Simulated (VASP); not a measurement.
# BN (P6_3/mmc) in VASP: a series of runs

Aim: see how the results for BN move with the level of theory and the settings. Levels: r2SCAN+rVV10, r2SCAN, PBE+D4. Tasks: single point, relaxation of cell and atoms.

All numbers are computed with VASP 6.6.1; they aren't measurements. Logs are shortened: lines on timing, memory, paths and dates and some standing lists are left out, and cuts for length are marked.

## Step 1: The cell of the first run

It takes space group P6_3/mmc (No. 194, hexagonal). Conventional cell: a = 2.501 Å, b = 2.501 Å, c = 6.524 Å, α = 90.00°, β = 90.00°, γ = 120.00°. B (site symmetry -6m2) has 3 N at 1.44 Å within 1.9 Å. N (site symmetry -6m2) has 3 B at 1.44 Å within 1.9 Å.

## Step 2: Single point, r2SCAN+rVV10

POSCAR reads:

```
BN
1.0
    2.5005826604      0.0000000000      0.0000000000
   -1.2502913302      2.1655681082      0.0000000000
    0.0000000000      0.0000000000      6.5236386365
B N
2 2
Direct
    0.3333333333      0.6666666667      0.2500000000
    0.6666666667      0.3333333333      0.7500000000
    0.3333333333      0.6666666667      0.7500000000
    0.6666666667      0.3333333333      0.2500000000
```

INCAR.step1 reads:

```
ALGO = Normal ; EDIFF = 1E-4
ENCUT = 520 ; GGA = PE
ISMEAR = -1 ; LASPH = True
LCHARG = False ; LREAL = False
LWAVE = True ; NBANDS = 16
NELM = 80 ; PREC = Accurate
SIGMA = 0.02
```

INCAR.step2 reads:

```
ALGO = Normal ; BPARAM = 11.95
CPARAM = 0.0093 ; EDIFF = 1E-7
ENCUT = 520 ; ISIF = 2
ISMEAR = -1 ; ISTART = 1
IVDW_NL = 2 ; LASPH = True
LCHARG = False ; LMIXTAU = True
LREAL = False ; LUSE_VDW = True
LWAVE = False ; METAGGA = R2SCAN
NBANDS = 16 ; NELM = 80
PREC = Accurate ; SIGMA = 0.02
```

KPOINTS reads:

```
k-points
0
Gamma
  12 12 4
```

Potentials or basis: VASP PAW PBE potentials, release 64 (B, N).

On the command line:

```
$ cat potpaw_PBE.64/B/POTCAR potpaw_PBE.64/N/POTCAR > POTCAR
$ cp INCAR.step1 INCAR
$ mpirun -np 1 vasp_std > vasp.out
$ cp INCAR.step2 INCAR
$ mpirun -np 1 vasp_std > vasp.out
```

OUTCAR:

```text
BPARAM = 11.95
   EDIFF = 1E-7
   ENCUT = 520
   ISIF = 2
   ISMEAR = -1
   ISTART = 1
   IVDW_NL = 2
   LASPH = True
   LREAL = False
   METAGGA = R2SCAN
   NELM = 80
   PREC = Accurate

 ion  position               nearest neighbor table
   1  0.333  0.667  0.250-   4 1.44   4 1.44   4 1.44
   2  0.667  0.333  0.750-   3 1.44   3 1.44   3 1.44
   3  0.333  0.667  0.750-   2 1.44   2 1.44   2 1.44
   4  0.667  0.333  0.250-   1 1.44   1 1.44   1 1.44

  LATTYP: Found a hexagonal cell.
 ALAT       =     2.5005826604
 C/A-ratio  =     2.6088474258

  Lattice vectors:

 A1 = (   2.5005826604,   0.0000000000,   0.0000000000)
 A2 = (  -1.2502913302,   2.1655681082,   0.0000000000)
 A3 = (   0.0000000000,   0.0000000000,   6.5236386365)

Analysis of symmetry for initial positions (statically):
=====================================================================
 Subroutine PRICEL returns:
 Original cell was already a primitive cell.

 Routine SETGRP: Setting up the symmetry group for a
 hexagonal supercell.

 Subroutine GETGRP returns: Found 24 space group operations
 (whereof 12 operations were pure point group operations)
 out of a pool of 24 trial point group operations.

The static configuration has the point symmetry D_3d.
 The point group associated with its full space group is D_6h.

Analysis of symmetry for dynamics (positions and initial velocities):
=====================================================================
 Subroutine PRICEL returns:
 Original cell was already a primitive cell.

 Routine SETGRP: Setting up the symmetry group for a
 hexagonal supercell.

 Subroutine GETGRP returns: Found 24 space group operations
 (whereof 12 operations were pure point group operations)
 out of a pool of 24 trial point group operations.

The dynamic configuration has the point symmetry D_3d.
 The point group associated with its full space group is D_6h.

 Subroutine INISYM returns: Found 24 space group operations
 (whereof 12 operations are pure point group operations),
 and found     1 'primitive' translations

----------------------------------------------------------------------------------------

                                     Primitive cell

  volume of cell :      35.3267

  direct lattice vectors                    reciprocal lattice vectors
     2.500582660  0.000000000  0.000000000     0.399906796  0.230886296  0.000000000
    -1.250291330  2.165568108  0.000000000     0.000000000  0.461772593  0.000000000
     0.000000000  0.000000000  6.523638637     0.000000000  0.000000000  0.153288687

  length of vectors
     2.500582660  2.500582660  6.523638637     0.461772593  0.461772593  0.153288687

  position of ions in fractional coordinates (direct lattice)
     0.333333333  0.666666667  0.250000000
     0.666666667  0.333333333  0.750000000
     0.333333333  0.666666667  0.750000000
     0.666666667  0.333333333  0.250000000

  ion indices of the primitive-cell ions
   primitive index   ion index
                 1           1
                 2           2
                 3           3
                 4           4

----------------------------------------------------------------------------------------

 KPOINTS: k-points

Automatic generation of k-mesh.
 Grid dimensions read from file:
 generate k-points for:   12   12    4

 Generating k-lattice:

  Cartesian coordinates                     Fractional coordinates (reciprocal lattice)
     0.033325566  0.019240525  0.000000000     0.083333333  0.000000000  0.000000000
     0.000000000  0.038481049  0.000000000     0.000000000  0.083333333  0.000000000
     0.000000000  0.000000000  0.038322172     0.000000000  0.000000000  0.250000000

  Length of vectors
     0.038481049  0.038481049  0.038322172

  Shift w.r.t. Gamma in fractional coordinates (k-lattice)
     0.000000000  0.000000000  0.000000000

 Subroutine IBZKPT returns following result:
 ===========================================

 Found     57 irreducible k-points:

 Following reciprocal coordinates:
            Coordinates               Weight
  0.000000  0.000000  0.000000      1.000000
  0.083333  0.000000  0.000000      6.000000
  0.166667  0.000000  0.000000      6.000000
  0.250000  0.000000  0.000000      6.000000
  0.333333  0.000000  0.000000      6.000000
  0.416667  0.000000  0.000000      6.000000
[... 16 lines left out ...]
  0.250000  0.000000  0.250000     12.000000
  0.333333  0.000000  0.250000     12.000000
 [... further k-points ...]
   k-points           NKPTS =     57   k-points in BZ     NKDIM =     57   number of bands    NBANDS=     16
   number of dos      NEDOS =    301   number of ions     NIONS =      4
   total plane-waves  NPLWV =  20000
   dimension x,y,z NGX =    20 NGY =   20 NGZ =   50
   dimension x,y,z NGXF=    40 NGYF=   40 NGZF=  100
   ions per type =               2   2
   NGX,Y,Z   is equivalent  to a cutoff of  13.30, 13.30, 12.74 a.u.
   NGXF,Y,Z  is equivalent  to a cutoff of  26.59, 26.59, 25.48 a.u.
 SYSTEM =  unknown system
   PREC   = accura    normal or accurate (medium, high low for compatibility)
   ISTART =      1    job   : 0-new  1-cont  2-samecut
   ICHARG =      0    charge: 1-file 2-atom 10-const
   ISPIN  =      1    spin polarized calculation?
   LNONCOLLINEAR =      F non collinear calculations
   LSORBIT =      F    spin-orbit coupling
   LASPH  =      T    aspherical Exc in radial PAW
   ENCUT  =  520.0 eV  38.22 Ry    6.18 a.u.   4.65  4.65 12.13*2*pi/ulx,y,z
   NELM   =     80;   NELMIN=  2; NELMDL=  0     # of ELM steps
   EDIFF  = 0.1E-06   stopping-criterion for ELM
   LREAL  =      F    real-space projection
   EDIFFG = 0.1E-05   stopping-criterion for IOM
   NSW    =      0    number of steps for IOM
   IBRION =     -1    ionic relax: 0-MD 1-quasi-New 2-CG
   NFREE  =      0    steps in history (QN), initial steepest desc. (CG)
   ISIF   =      2    stress and relaxation
   ISYM   =      2    0-nonsym 1-usesym 2-fastsym
   POTIM  = 0.5000    time-step for ionic-motion
   TEBEG  =    0.0;   TEEND  =   0.0 temperature during run
   PSTRESS=    0.0 pullay stress
   NELECT =      16.0000    total number of electrons
   NUPDOWN=      -1.0000    fix difference up-down
   EMIN   =  10.00;   EMAX   =-10.00  energy-range for DOS
   EFERMI =   0.00;   METHOD = LEGACY
   ISMEAR =    -1;   SIGMA  =   0.02  broadening in eV -4-tet -1-fermi 0-gaus
   EFERMI_NEDOS =   21; number of points for ismear=-14 and -15
   IALGO  =     38    algorithm
   IMIX   =      4    mixing-type and parameters
     AMIX     =   0.40;   BMIX     =  1.00
     AMIX_MAG =   1.60;   BMIX_MAG =  1.00
  volume/ion in A,a.u.               =       8.83        59.60
  Fermi-wavevector in a.u.,A,eV,Ry     =   1.257227  2.375815 21.505651  1.580621
  Thomas-Fermi vector in A             =   2.390897
   LORBIT       =      0    0 simple, 1 ext, 2 COOP (PROOUT), +10 PAW based schemes
   METAGGA = R2SCAN    functional components
   LHFCALC =     F    Hartree Fock is set to
   AEXX    =    0.0000 exact exchange contribution
   IVDW_NL    =     2    kernel type
   BPARAM     =11.9500
   IVDW    =     0    specifies the selected vdW correction
   LEPSILON=     F    determine dielectric tensor
   LRPA    =     F    only Hartree local field effects (RPA)
 non-spin polarized calculation
  energy-cutoff  :      520.00
  volume of cell :       35.33
 maximum number of plane-waves:       973
 NGX is ok and might be reduce to    20
   NGX =  9   NGY =  9   NGZ = 25

 number of electron      15.9999997 magnetization

 Free energy of the ion-electron system (eV)
  ---------------------------------------------------
  ext. energy  EPLUGINS =         0.00000000
  ---------------------------------------------------
  free energy    TOTEN  =       -38.24493640 eV

  energy without entropy =      -38.24493640  energy(sigma->0) =      -38.24493640

 E-fermi :   2.6441     XC(G=0): -10.9393

 val. band max:        2.1835303595   @ k =   0.3333   0.2500   0.0000
 cond. band min:       6.9864836909   @ k =   0.5000   0.0000   0.0000
 fundamental gap:      4.8029533314
 Fermi energy:         2.6440672743

 k-point     1 :       0.0000    0.0000    0.0000
  band No.  band energies     occupation
      1     -16.6720      2.00000
      2     -16.3362      2.00000
      3      -4.3365      2.00000
      4      -1.9295      2.00000
      5       0.8217      2.00000
      6       0.8217      2.00000
[... 8 lines left out ...]
     15      15.3859      0.00000
     16      16.5417      0.00000

 k-point     2 :       0.0833    0.0000    0.0000
  band No.  band energies     occupation
      1     -16.5295      2.00000
      2     -16.1987      2.00000
      3      -4.1412      2.00000
      4      -1.7549      2.00000
      5       0.2322      2.00000
      6       0.2754      2.00000
[... 8 lines left out ...]
     15      15.8868      0.00000
     16      15.9671      0.00000

 k-point     3 :       0.1667    0.0000    0.0000
  band No.  band energies     occupation
      1     -16.1102      2.00000
      2     -15.7950      2.00000
      3      -3.5625      2.00000
      4      -1.2621      2.00000
      5      -1.2428      2.00000
      6      -1.2095      2.00000
[... 8 lines left out ...]
     15      16.9677      0.00000
     16      17.0775      0.00000

 k-point     4 :       0.2500    0.0000    0.0000
  band No.  band energies     occupation
      1     -15.4429      2.00000
      2     -15.1555      2.00000
      3      -3.1560      2.00000
      4      -3.0788      2.00000
      5      -2.6267      2.00000
      6      -0.8855      2.00000
[... 8 lines left out ...]
     15      18.8473      0.00000
     16      19.2428      0.00000

 k-point     5 :       0.3333    0.0000    0.0000
  band No.  band energies     occupation
      1     -14.6000      2.00000
      2     -14.3581      2.00000
      3      -5.0340      2.00000
      4      -4.9344      2.00000
      5      -1.5459      2.00000
      6      -1.4696      2.00000
[... 8 lines left out ...]
     15      18.9114      0.00000
     16      21.9482      0.00000

 k-point     6 :       0.4167    0.0000    0.0000
  band No.  band energies     occupation
      1     -13.7631      2.00000
      2     -13.5975      2.00000
      3      -6.5171      2.00000
      4      -6.4178      2.00000
      5      -1.9790      2.00000
      6      -1.8993      2.00000
[... 8 lines left out ...]
     15      18.3667      0.00000
     16      22.5170      0.00000
[... 267 lines left out ...]
 k-point    21 :       0.0833    0.0000    0.2500
  band No.  band energies     occupation
      1     -16.4837      2.00000
      2     -16.2501      2.00000
      3      -3.8532      2.00000
      4      -2.1931      2.00000
      5       0.2402      2.00000
      6       0.2726      2.00000
[... 8 lines left out ...]
     15      15.9469      0.00000
     16      15.9810      0.00000

 k-point    22 :       0.1667    0.0000    0.2500
  band No.  band energies     occupation
      1     -16.0664      2.00000
      2     -15.8438      2.00000
      3      -3.2848      2.00000
      4      -1.6954      2.00000
      5      -1.2466      2.00000
      6      -1.1824      2.00000
[... 8 lines left out ...]
     15      16.8442      0.00000
     16      16.9455      0.00000

 k-point    23 :       0.2500    0.0000    0.2500
  band No.  band energies     occupation
      1     -15.4029      2.00000
      2     -15.1998      2.00000
      3      -3.1631      2.00000
      4      -3.0985      2.00000
      5      -2.3355      2.00000
      6      -0.8753      2.00000
[... 8 lines left out ...]
     15      19.2611      0.00000
     16      19.3616      0.00000

 k-point    24 :       0.3333    0.0000    0.2500
  band No.  band energies     occupation
      1     -14.5660      2.00000
      2     -14.3949      2.00000
      3      -5.0240      2.00000
      4      -4.9530      2.00000
      5      -1.5349      2.00000
      6      -1.4809      2.00000
[... 8 lines left out ...]
     15      20.0852      0.00000
     16      21.9683      0.00000

 [... further k-points ...]

------------------------ aborting loop because EDIFF is reached ----------------------------------------

  FORCE on cell =-STRESS in cart. coord.  units (eV):
  Direction    XX          YY          ZZ          XY          YZ          ZX
  --------------------------------------------------------------------------------------
  -------------------------------------------------------------------------------------
  Total        0.1778255      0.1778255     -0.0734812      0.0000000      0.0000000      0.0000000
  in kB        8.0649497      8.0649497     -3.3326059      0.0000000      0.0000000      0.0000000
  external PRESSURE =       4.2657645 kB  Pullay stress =       0.0000000 kB

 VOLUME and BASIS-vectors are now :
 -----------------------------------------------------------------------------
  energy-cutoff  :      520.00
  volume of cell :       35.33
      direct lattice vectors                 reciprocal lattice vectors
     2.500582660  0.000000000  0.000000000     0.399906796  0.230886296  0.000000000
    -1.250291330  2.165568108  0.000000000     0.000000000  0.461772593  0.000000000
     0.000000000  0.000000000  6.523638637     0.000000000  0.000000000  0.153288687

 POSITION                                       TOTAL-FORCE (eV/Angst)
 -----------------------------------------------------------------------------------
     -0.00000      1.44371      1.63091         0.000000      0.000000      0.000000
      1.25029      0.72186      4.89273        -0.000000     -0.000000      0.000000
     -0.00000      1.44371      4.89273         0.000000     -0.000000      0.000000
      1.25029      0.72186      1.63091        -0.000000      0.000000      0.000000
 -----------------------------------------------------------------------------------
    total drift:                               -0.000000      0.000000      0.000000

  FREE ENERGIE OF THE ION-ELECTRON SYSTEM (eV)
  ---------------------------------------------------
  free  energy   TOTEN  =       -38.2449364050 eV

  energy  without entropy=      -38.2449364050  energy(sigma->0) =      -38.24493640
```

Wall time 1.8 min (1 thread of AMD EPYC 9R45 (Zen 5), shared host); peak memory 0.23 GiB.

What came out:

```yaml
Free_energy: -38.2449 eV
Pressure: 0.4 GPa
Band_gap_on_the_k_mesh: 4.80 eV, indirect (least direct gap 5.21 eV)
```

Caveat: the PAW data sets were made with another functional, which shifts forces and pressure a little. A k mesh can miss the band edges.

(Continued in part 2 of 2.)
